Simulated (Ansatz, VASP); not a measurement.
**Ta: VASP beside Ansatz**

```xyz
1
Lattice="-1.6513 1.6513 1.6843 1.6513 -1.6513 1.6843 1.6513 1.6513 -1.6843" Properties=species:S:1:pos:R:3 pbc="T T T"
Ta    0.0000    0.0000    0.0000
```

Change from the starting cell: zz strain of +2 %.

Alike in both runs: task single point; functional PBEsol; k mesh 17 × 17 × 17; occupations fermi-dirac, width 0.08 eV; no spin polarisation.

```csv
,VASP,Ansatz
version,VASP 6.6.1,Ansatz 0.2.0
potentials or method,"VASP PAW PBE potentials, release 64 (Ta_pv), cutoff 520 eV","all-electron LAPW, scalar-relativistic"
```

Ansatz gave:

```
pressure (GPa)                                                : -7.5
traceless stress, the component that is largest in VASP (GPa) : -1.29
```

**Question.** Which values does VASP return?

**Answer.** Pressure (GPa): -7.3; traceless stress, the component that is largest in VASP (GPa): -1.29.

VASP's potentials were made for PBE, not for PBEsol. Ansatz ran all-electron here, and VASP with PAW potentials.

Spin-orbit coupling is off throughout.
